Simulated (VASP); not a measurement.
Wanted: the native input for a VASP 6.6.1 run.

```
Task                   : single point
Functional             : PBE
Potentials or basis    : VASP PAW PBE potentials, release 64 (Be, Te)
Cutoff                 : 520 eV
k mesh                 : 6 × 6 × 6
Occupations            : gaussian, width 0.01 eV
Spin                   : no spin polarisation
Dipole correction      : no
Further INCAR settings : ALGO = Normal; EDIFF = 1e-06; NBANDS = 11
```

The structure of BeTe lies in POSCAR:

```
BeTe
1.0
    0.0000000000      2.8286199459      2.8286199459
    2.8286199459      0.0000000000      2.8286199459
    2.8286199459      2.8286199459      0.0000000000
Be Te
1 1
Direct
    0.0000000000      0.0000000000      0.0000000000
    0.7500000000      0.7500000000      0.7500000000
```

The input as run:

INCAR

```
PREC = Accurate
ENCUT = 520
EDIFF = 1E-6
ISMEAR = 0
SIGMA = 0.01
LREAL = False
LASPH = True
NELM = 100
ALGO = Normal
ISIF = 2
LWAVE = False
LCHARG = False
GGA = PE
NBANDS = 11
```

KPOINTS

```
Automatic mesh
0
Gamma
  6 6 6
```

Potentials or basis: VASP PAW PBE potentials, release 64 (Be, Te).

Run with:

```sh
$ cat potpaw_PBE.64/Be/POTCAR potpaw_PBE.64/Te/POTCAR > POTCAR
$ mpirun -np 1 vasp_std > vasp.out
```

It gave:

The pressure is 0.4 GPa and the band gap on the k mesh is 2.01 eV, indirect (least direct gap 3.62 eV).

Caveat: spin-orbit coupling is left out, which moves the levels of the heavy elements.

Run time: 13 s on 1 thread of AMD EPYC 7R43 64-Core Processor (Zen 3), with other jobs on the host, peak memory 0.13 GiB.
